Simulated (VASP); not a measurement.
# SrPd3Se4 (P-43m) in VASP: further runs

Runs on SrPd3Se4. Level: PBEsol. Tasks: single point, relaxation of cell and atoms.

Everything below comes from runs of VASP 6.6.1. Logs are shortened: lines on timing, memory, paths and dates and some standing lists are left out, and cuts for length are marked.

## Step 1: The cell of the first run

Symmetry: P-43m, No. 215, cubic system. Conventional cell: a = 5.544 Å, b = 5.544 Å, c = 5.544 Å, α = 90.00°, β = 90.00°, γ = 90.00°. Within 3.7 Å of Sr (site symmetry -43m) lie 6 Pd at 2.77 Å and 4 Se at 2.93 Å. Pd (site symmetry -42m) has 4 Se at 2.62 Å and 2 Sr at 2.77 Å within 3.5 Å. Se (site symmetry 3m) has 3 Pd at 2.62 Å and 1 Sr at 2.93 Å and 3 Se at 3.06 Å within 3.5 Å.

## Step 2: Single point, PBEsol

INCAR reads:

```
SYSTEM = SrPd3Se4
  PREC = Accurate
  ENCUT = 520
  EDIFF = 1E-7
  ISMEAR = -1
  SIGMA = 0.03
  LREAL = .False.
  LASPH = .True.
  NELM = 100
  ALGO = Normal
  ISIF = 2
  LWAVE = .False.
  LCHARG = .False.
  GGA = PS
  NBANDS = 42
```

KPOINTS reads:

```
Automatic mesh
0
Gamma
  4 4 4
  0 0 0
```

POSCAR reads:

```
SrPd3Se4
1.0
    5.5436618474      0.0000000000      0.0000000000
    0.0000000000      5.5436618474      0.0000000000
    0.0000000000      0.0000000000      5.5436618474
Sr Pd Se
1 3 4
Direct
    0.0000000000      0.0000000000      0.0000000000
    0.0000000000      0.5000000000      0.0000000000
    0.0000000000      0.0000000000      0.5000000000
    0.5000000000      0.0000000000      0.0000000000
    0.6949369085      0.3050630915      0.6949369085
    0.3050630915      0.6949369085      0.6949369085
    0.6949369085      0.6949369085      0.3050630915
    0.3050630915      0.3050630915      0.3050630915
```

Potentials or basis: VASP PAW PBE potentials, release 64 (Sr_sv, Pd, Se).

Launch:

```sh
$ cat potpaw_PBE.64/Sr_sv/POTCAR potpaw_PBE.64/Pd/POTCAR potpaw_PBE.64/Se/POTCAR > POTCAR
$ mpirun -np 1 vasp_std > vasp.out
```

OUTCAR:

```text
SYSTEM = SrPd3Se4
   PREC = Accurate
   ENCUT = 520
   EDIFF = 1E-7
   ISMEAR = -1
   LREAL = .False.
   LASPH = .True.
   NELM = 100
   ISIF = 2
   GGA = PS

 ion  position               nearest neighbor table
   1  0.000  0.000  0.000-   2 2.77   3 2.77   4 2.77   3 2.77   2 2.77   4 2.77   8 2.93   5 2.93
                             6 2.93   7 2.93
   2  0.000  0.500  0.000-   5 2.62   6 2.62   7 2.62   8 2.62   1 2.77   1 2.77
   3  0.000  0.000  0.500-   5 2.62   6 2.62   7 2.62   8 2.62   1 2.77   1 2.77
   4  0.500  0.000  0.000-   5 2.62   6 2.62   7 2.62   8 2.62   1 2.77   1 2.77
   5  0.695  0.305  0.695-   2 2.62   3 2.62   4 2.62   1 2.93
   6  0.305  0.695  0.695-   2 2.62   3 2.62   4 2.62   1 2.93
   7  0.695  0.695  0.305-   2 2.62   3 2.62   4 2.62   1 2.93
   8  0.305  0.305  0.305-   2 2.62   3 2.62   4 2.62   1 2.93

  LATTYP: Found a simple cubic cell.
 ALAT       =     5.5436618474

  Lattice vectors:

 A1 = (   5.5436618474,   0.0000000000,   0.0000000000)
 A2 = (   0.0000000000,   5.5436618474,   0.0000000000)
 A3 = (   0.0000000000,   0.0000000000,   5.5436618474)

Analysis of symmetry for initial positions (statically):
=====================================================================
 Subroutine PRICEL returns:
 Original cell was already a primitive cell.

 Routine SETGRP: Setting up the symmetry group for a
 simple cubic supercell.

 Subroutine GETGRP returns: Found 24 space group operations
 (whereof 24 operations were pure point group operations)
 out of a pool of 48 trial point group operations.

The static configuration has the point symmetry T_d .

Analysis of symmetry for dynamics (positions and initial velocities):
=====================================================================
 Subroutine PRICEL returns:
 Original cell was already a primitive cell.

 Routine SETGRP: Setting up the symmetry group for a
 simple cubic supercell.

 Subroutine GETGRP returns: Found 24 space group operations
 (whereof 24 operations were pure point group operations)
 out of a pool of 48 trial point group operations.

The dynamic configuration has the point symmetry T_d .

 Subroutine INISYM returns: Found 24 space group operations
 (whereof 24 operations are pure point group operations),
 and found     1 'primitive' translations

----------------------------------------------------------------------------------------

                                     Primitive cell

  volume of cell :     170.3689

  direct lattice vectors                    reciprocal lattice vectors
     5.543661847  0.000000000  0.000000000     0.180386183  0.000000000  0.000000000
     0.000000000  5.543661847  0.000000000     0.000000000  0.180386183  0.000000000
     0.000000000  0.000000000  5.543661847     0.000000000  0.000000000  0.180386183

  length of vectors
     5.543661847  5.543661847  5.543661847     0.180386183  0.180386183  0.180386183

  position of ions in fractional coordinates (direct lattice)
     0.000000000  0.000000000  0.000000000
     0.000000000  0.500000000  0.000000000
     0.000000000  0.000000000  0.500000000
     0.500000000  0.000000000  0.000000000
     0.694936908  0.305063092  0.694936908
     0.305063092  0.694936908  0.694936908
     0.694936908  0.694936908  0.305063092
     0.305063092  0.305063092  0.305063092

  ion indices of the primitive-cell ions
   primitive index   ion index
                 1           1
                 2           2
                 3           3
                 4           4
                 5           5
                 6           6
                 7           7
                 8           8

----------------------------------------------------------------------------------------

 KPOINTS: Automatic mesh

Automatic generation of k-mesh.
 Grid dimensions read from file:
 generate k-points for:    4    4    4

 Generating k-lattice:

  Cartesian coordinates                     Fractional coordinates (reciprocal lattice)
     0.045096546  0.000000000  0.000000000     0.250000000  0.000000000  0.000000000
     0.000000000  0.045096546  0.000000000     0.000000000  0.250000000  0.000000000
     0.000000000  0.000000000  0.045096546     0.000000000  0.000000000  0.250000000

  Length of vectors
     0.045096546  0.045096546  0.045096546

  Shift w.r.t. Gamma in fractional coordinates (k-lattice)
     0.000000000  0.000000000  0.000000000

 Subroutine IBZKPT returns following result:
 ===========================================

 Found     10 irreducible k-points:

 Following reciprocal coordinates:
            Coordinates               Weight
  0.000000  0.000000  0.000000      1.000000
  0.250000  0.000000  0.000000      6.000000
  0.500000  0.000000  0.000000      3.000000
  0.250000  0.250000  0.000000     12.000000
  0.500000  0.250000  0.000000     12.000000
  0.500000  0.500000  0.000000      3.000000
  0.250000  0.250000  0.250000      8.000000
  0.500000  0.250000  0.250000     12.000000
  0.500000  0.500000  0.250000      6.000000
  0.500000  0.500000  0.500000      1.000000
   k-points           NKPTS =     10   k-points in BZ     NKDIM =     10   number of bands    NBANDS=     42
   number of dos      NEDOS =    301   number of ions     NIONS =      8
   total plane-waves  NPLWV =  74088
   dimension x,y,z NGX =    42 NGY =   42 NGZ =   42
   dimension x,y,z NGXF=    84 NGYF=   84 NGZF=   84
   ions per type =               1   3   4
   NGX,Y,Z   is equivalent  to a cutoff of  12.60, 12.60, 12.60 a.u.
   NGXF,Y,Z  is equivalent  to a cutoff of  25.19, 25.19, 25.19 a.u.
 SYSTEM =  SrPd3Se4
   PREC   = accura    normal or accurate (medium, high low for compatibility)
   ISTART =      0    job   : 0-new  1-cont  2-samecut
   ICHARG =      2    charge: 1-file 2-atom 10-const
   ISPIN  =      1    spin polarized calculation?
   LNONCOLLINEAR =      F non collinear calculations
   LSORBIT =      F    spin-orbit coupling
   LASPH  =      T    aspherical Exc in radial PAW
   ENCUT  =  520.0 eV  38.22 Ry    6.18 a.u.  10.31 10.31 10.31*2*pi/ulx,y,z
   NELM   =    100;   NELMIN=  2; NELMDL= -5     # of ELM steps
   EDIFF  = 0.1E-06   stopping-criterion for ELM
   LREAL  =      F    real-space projection
   EDIFFG = 0.1E-05   stopping-criterion for IOM
   NSW    =      0    number of steps for IOM
   IBRION =     -1    ionic relax: 0-MD 1-quasi-New 2-CG
   NFREE  =      0    steps in history (QN), initial steepest desc. (CG)
   ISIF   =      2    stress and relaxation
   ISYM   =      2    0-nonsym 1-usesym 2-fastsym
   POTIM  = 0.5000    time-step for ionic-motion
   TEBEG  =    0.0;   TEEND  =   0.0 temperature during run
   PSTRESS=    0.0 pullay stress
   NELECT =      64.0000    total number of electrons
   NUPDOWN=      -1.0000    fix difference up-down
   EMIN   =  10.00;   EMAX   =-10.00  energy-range for DOS
   EFERMI =   0.00;   METHOD = LEGACY
   ISMEAR =    -1;   SIGMA  =   0.03  broadening in eV -4-tet -1-fermi 0-gaus
   EFERMI_NEDOS =   21; number of points for ismear=-14 and -15
   IALGO  =     38    algorithm
   IMIX   =      4    mixing-type and parameters
     AMIX     =   0.40;   BMIX     =  1.00
     AMIX_MAG =   1.60;   BMIX_MAG =  1.00
  volume/ion in A,a.u.               =      21.30       143.71
  Fermi-wavevector in a.u.,A,eV,Ry     =   1.181240  2.232220 18.984584  1.395328
  Thomas-Fermi vector in A             =   2.317517
   LORBIT       =      0    0 simple, 1 ext, 2 COOP (PROOUT), +10 PAW based schemes
   GGA     = PS    functional components
   LHFCALC =     F    Hartree Fock is set to
   AEXX    =    0.0000 exact exchange contribution
   IVDW    =     0    specifies the selected vdW correction
   LEPSILON=     F    determine dielectric tensor
   LRPA    =     F    only Hartree local field effects (RPA)
 non-spin polarized calculation
  energy-cutoff  :      520.00
  volume of cell :      170.37
 maximum number of plane-waves:      4632
 NGX is ok and might be reduce to    42
   NGX = 21   NGY = 21   NGZ = 21

 number of electron      63.9999999 magnetization

 Free energy of the ion-electron system (eV)
  ---------------------------------------------------
  ext. energy  EPLUGINS =         0.00000000
  ---------------------------------------------------
  free energy    TOTEN  =       -36.51250974 eV

  energy without entropy =      -36.48441283  energy(sigma->0) =      -36.49846128

 E-fermi :   4.8854     XC(G=0): -10.6213

 val. band max:        4.8835145532   @ k =   0.2500   0.2500   0.0000
 cond. band min:       4.9803152185   @ k =   0.2500   0.0000   0.0000
 fundamental gap:      0.0968006653
 Fermi energy:         4.8854354382

 k-point     1 :       0.0000    0.0000    0.0000
  band No.  band energies     occupation
      1     -29.0905      2.00000
      2     -11.5093      2.00000
      3     -11.5093      2.00000
      4     -11.5093      2.00000
      5      -9.0993      2.00000
      6      -7.4052      2.00000
[... 34 lines left out ...]
     41       8.9483      0.00000
     42      12.0420      0.00000

 k-point     2 :       0.2500    0.0000    0.0000
  band No.  band energies     occupation
      1     -29.0884      2.00000
      2     -11.5787      2.00000
      3     -11.5105      2.00000
      4     -11.5105      2.00000
      5      -8.9316      2.00000
      6      -7.6171      2.00000
[... 34 lines left out ...]
     41       9.2938      0.00000
     42      11.1339      0.00000

 k-point     3 :       0.5000    0.0000    0.0000
  band No.  band energies     occupation
      1     -29.0863      2.00000
      2     -11.6450      2.00000
      3     -11.5117      2.00000
      4     -11.5117      2.00000
      5      -8.6979      2.00000
      6      -7.8952      2.00000
[... 267 lines left out ...]
      4     -11.5783      2.00000
      5      -8.5789      2.00000
      6      -7.6082      2.00000
[... 34 lines left out ...]
     41       9.8752      0.00000
     42      10.8934      0.00000

 k-point    10 :       0.5000    0.5000    0.5000
  band No.  band energies     occupation
      1     -29.0779      2.00000
      2     -11.6324      2.00000
      3     -11.6324      2.00000
      4     -11.6324      2.00000
      5      -8.5781      2.00000
      6      -7.5962      2.00000
[... 34 lines left out ...]
     41       8.9138      0.00000
     42      11.1905      0.00000

------------------------ aborting loop because EDIFF is reached ----------------------------------------

  FORCE on cell =-STRESS in cart. coord.  units (eV):
  Direction    XX          YY          ZZ          XY          YZ          ZX
  --------------------------------------------------------------------------------------
  -------------------------------------------------------------------------------------
  Total        0.3611507      0.3611507      0.3611507     -0.0000000     -0.0000000     -0.0000000
  in kB        3.3963222      3.3963222      3.3963222     -0.0000000     -0.0000000     -0.0000000
  external PRESSURE =       3.3963222 kB  Pullay stress =       0.0000000 kB

 VOLUME and BASIS-vectors are now :
 -----------------------------------------------------------------------------
  energy-cutoff  :      520.00
  volume of cell :      170.37
      direct lattice vectors                 reciprocal lattice vectors
     5.543661847  0.000000000  0.000000000     0.180386183  0.000000000  0.000000000
     0.000000000  5.543661847  0.000000000     0.000000000  0.180386183  0.000000000
     0.000000000  0.000000000  5.543661847     0.000000000  0.000000000  0.180386183

 POSITION                                       TOTAL-FORCE (eV/Angst)
 -----------------------------------------------------------------------------------
      0.00000      0.00000      0.00000        -0.000000     -0.000000     -0.000000
      0.00000      2.77183      0.00000        -0.000000     -0.000000     -0.000000
      0.00000      0.00000      2.77183        -0.000000     -0.000000     -0.000000
      2.77183      0.00000      0.00000        -0.000000     -0.000000     -0.000000
      3.85250      1.69117      3.85250        -0.017182      0.017182     -0.017182
      1.69117      3.85250      3.85250         0.017182     -0.017182     -0.017182
      3.85250      3.85250      1.69117        -0.017182     -0.017182      0.017182
      1.69117      1.69117      1.69117         0.017182      0.017182      0.017182
 -----------------------------------------------------------------------------------
    total drift:                                0.000000      0.000000     -0.000000

  FREE ENERGIE OF THE ION-ELECTRON SYSTEM (eV)
  ---------------------------------------------------
  free  energy   TOTEN  =       -36.5125097389 eV

  energy  without entropy=      -36.4844128261  energy(sigma->0) =      -36.49846128
```

It took 92 s on 1 thread of Intel Xeon Platinum 8375C at 2.90GHz (Ice Lake), shared host; peak memory 0.28 GiB.

What came out:

| Property | Result |
| --- | --- |
| Free energy | -36.5125 eV |
| Pressure | 0.3 GPa |
| Largest force | 0.030 eV/Å |
| Band gap on the k mesh | zero (band 32 reaches 5.22 eV, above the bottom of band 33 at 4.80 eV) |

Forces in eV/Å, atoms in the order of the input:
```
Sr   0.000  0.000  0.000
Pd   0.000  0.000  0.000
Pd   0.000  0.000  0.000
Pd   0.000  0.000  0.000
Se  -0.017  0.017 -0.017
Se   0.017 -0.017 -0.017
Se  -0.017 -0.017  0.017
Se   0.017  0.017  0.017
```

Caveat: the PAW data sets were made with another functional, which shifts forces and pressure a little.

## Step 3: Relaxation of cell and atoms, PBEsol

This run uses another cell than the first one, of 26.44 Å³/atom, 1.241 times its volume.

INCAR reads:

```
ALGO = Normal
EDIFF = 1E-7
EDIFFG = -0.01
ENCUT = 600
GGA = PS
IBRION = 2
ISIF = 3
ISMEAR = -1
LASPH = T
LCHARG = F
LREAL = F
LWAVE = F
NELM = 100
NSW = 100
PREC = Accurate
SIGMA = 0.03
```

KPOINTS reads:

```
k-points
0
Gamma
  4 4 4
```

POSCAR reads:

```
SrPd3Se4
1.0
    5.9579107300      0.0000000000      0.0000000000
    0.0000000000      5.9579107300      0.0000000000
    0.0000000000      0.0000000000      5.9579107300
Sr Pd Se
1 3 4
Direct
    0.0000000000      0.0000000000      0.0000000000
    0.0000000000      0.5000000000      0.0000000000
    0.0000000000      0.0000000000      0.5000000000
    0.5000000000      0.0000000000      0.0000000000
    0.7629189000      0.2370811000      0.7629189000
    0.2370811000      0.7629189000      0.7629189000
    0.7629189000      0.7629189000      0.2370811000
    0.2370811000      0.2370811000      0.2370811000
```

Potentials or basis: VASP PAW PBE potentials, release 64 (Sr_sv, Pd, Se).

Launch:

```sh
$ cat potpaw_PBE.64/Sr_sv/POTCAR potpaw_PBE.64/Pd/POTCAR potpaw_PBE.64/Se/POTCAR > POTCAR
$ mpirun -np 1 vasp_std > vasp.out
```

Wall time 31 min (1 thread of Intel Xeon Platinum 8375C at 2.90GHz (Ice Lake), shared host); peak memory 0.4 GiB.

The run converged. Its results:

| Property | Result |
| --- | --- |
| Free energy | -36.5189 eV |
| Relaxed volume | 21.41 Å³/atom |
| Relaxed cell | a = 5.554 Å, b = 5.554 Å, c = 5.554 Å, α = 90.00°, β = 90.00°, γ = 90.00° |
| Space group after relaxing (to 0.05 Å) | P-43m (No. 215) |
| Energy gained by relaxing | 476.8 meV/atom |
| Ionic steps | 21 |
| Pressure after relaxing | -0.1 GPa |
| Band gap on the k mesh | zero (band 32 reaches 5.16 eV, above the bottom of band 33 at 4.74 eV) |

The path:
```tsv
step	energy change (eV)	largest force (eV/Å)	pressure (GPa)	volume (Å³)
1	0.0000	4.5069	9.48	211.49
2	-1.1392	0.4507	-7.15	263.04
3	-1.8085	0.9767	-3.01	240.63
4	-1.8095	1.0380	-2.81	239.87
5	-2.2558	0.9608	-2.34	227.65
6	-3.1293	0.9864	0.99	193.50
7	-1.2361	0.9631	30.45	135.78
8	-3.0510	1.4669	4.25	184.30
9	-3.0844	1.7443	7.69	171.32
10	-3.2547	1.5380	6.85	170.06
11	-3.6111	0.8865	4.86	166.31
12	-3.3797	1.2343	4.69	158.99
13	-3.7135	0.4575	4.18	164.13
14	-3.7236	0.1484	3.97	163.03
15	-3.7246	0.2211	4.01	163.28
16	-3.7744	0.2342	2.60	166.27
17	-3.8016	0.2177	0.16	172.37
18	-3.8031	0.2254	0.55	171.30
19	-3.8072	0.1807	0.42	171.30
20	-3.8139	0.0441	0.04	171.30
21	-3.8143	0.0005	-0.07	171.30
```

Final structure:
```
CELL_PARAMETERS angstrom
5.55375 0.00000 0.00000
0.00000 5.55375 0.00000
0.00000 0.00000 5.55375
ATOMIC_POSITIONS crystal
Sr 0.00000 0.00000 0.00000
Pd 0.00000 0.50000 0.00000
Pd 0.00000 0.00000 0.50000
Pd 0.50000 0.00000 0.00000
Se 0.69499 0.30501 0.69499
Se 0.30501 0.69499 0.69499
Se 0.69499 0.69499 0.30501
Se 0.30501 0.30501 0.30501
```

Levels at points of the mesh, in eV from the Fermi level:
```csv
k point,band 28,band 29,band 30,band 31,band 32,band 33,band 34,band 35,band 36,band 37
"(0.00, 0.00, 0.00)",-1.08,-1.08,-0.69,-0.69,-0.69,0.92,0.92,0.92,1.84,3.35
"(0.50, 0.00, 0.00)",-1.73,-1.33,-0.90,-0.35,-0.07,-0.07,0.98,0.98,3.28,3.59
"(0.50, 0.50, 0.00)",-1.25,-1.25,-0.87,-0.54,-0.47,0.34,0.34,1.35,3.62,4.12
"(0.50, 0.50, 0.50)",-0.42,-0.42,-0.42,0.33,0.33,0.37,0.37,0.37,3.42,3.42
```

Caveat: the volume moved by over 15 % at a fixed basis, so the end points are rough; the PAW data sets were made with another functional, which shifts forces and pressure a little.
